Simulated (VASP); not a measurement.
Write the native input for VASP 6.6.1 that does the following.

* Task: single point
* Functional: PBE
* Potentials or basis: VASP PAW PBE potentials, release 64 (Hf_pv)
* Cutoff: 520 eV
* k mesh: 14 × 14 × 14
* Occupations: fermi-dirac, width 0.05 eV
* Spin: no spin polarisation
* Dipole correction: no
* Further INCAR settings: ALGO = Normal; EDIFF = 1e-07; NBANDS = 11

The structure of Hf lies in POSCAR:

```
Hf
1.0
   -1.7907512370      1.7907512370      1.7907512370
    1.7907512370     -1.7907512370      1.7907512370
    1.7907512370      1.7907512370     -1.7907512370
Hf
1
Direct
    0.0000000000      0.0000000000      0.0000000000
```

This cell differs from its parent crystal: functional pbe, volume scaled by 1.04.

One way to write it, as run:

INCAR

```
PREC = Accurate ; ENCUT = 520
EDIFF = 1E-7 ; ISMEAR = -1
SIGMA = 0.05 ; LREAL = False
LASPH = True ; NELM = 80
ALGO = Normal ; ISIF = 2
LWAVE = False ; LCHARG = False
GGA = PE ; NBANDS = 11
```

KPOINTS

```
regular mesh
0
Gamma
  14 14 14
```

Potentials or basis: VASP PAW PBE potentials, release 64 (Hf_pv).

Command:

```sh
$ cat potpaw_PBE.64/Hf_pv/POTCAR > POTCAR
$ mpirun -np 1 vasp_std > vasp.out
```

It gave:

- Pressure: -3.2 GPa
- Band gap on the k mesh: zero (band 5 reaches 5.91 eV, above the bottom of band 6 at 3.66 eV)

Caveat: spin-orbit coupling is left out, which moves the levels of the heavy elements.

Wall time 8.6 s on 1 thread of Intel(R) Xeon(R) 6975P-C (Granite Rapids), with other jobs on the host, peak memory 0.15 GiB.
